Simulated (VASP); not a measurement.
A run of VASP 6.6.1 is set up as follows.

INCAR

```
SYSTEM = Ga2H
ALGO = Normal
EDIFF = 1E-7
ENCUT = 520
GGA = PE
ISIF = 2
ISMEAR = 0
LASPH = .True.
LCHARG = .False.
LREAL = .False.
LWAVE = .False.
NBANDS = 36
NELM = 100
PREC = Accurate
SIGMA = 0.1
```

File KPOINTS:

```
k-points
0
Gamma
  4 4 4
  0 0 0
```

Contents of POSCAR:

```
Ga2H
1.0
    4.4639500911      0.0000000000      0.0000000000
    0.0000000000      4.4639500911      0.0000000000
    0.0000000000      0.0000000000      4.4639500911
Ga H
4 2
Direct
    0.2500000000      0.2500000000      0.2500000000
    0.7500000000      0.7500000000      0.2500000000
    0.7500000000      0.2500000000      0.7500000000
    0.2500000000      0.7500000000      0.7500000000
    0.0000000000      0.0000000000      0.0000000000
    0.5000000000      0.5000000000      0.5000000000
```

Potentials or basis: VASP PAW PBE potentials, release 64 (Ga_d, H).

The run is started by

```sh
$ cat potpaw_PBE.64/Ga_d/POTCAR potpaw_PBE.64/H/POTCAR > POTCAR
$ mpirun -np 1 vasp_std > vasp.out
```

(1) What does it give for the pressure?

(2) Predict the band gap on the k mesh.

Answers

(1) -0.2 GPa.

(2) zero (band 27 reaches 5.58 eV, above the bottom of band 28 at 1.07 eV).
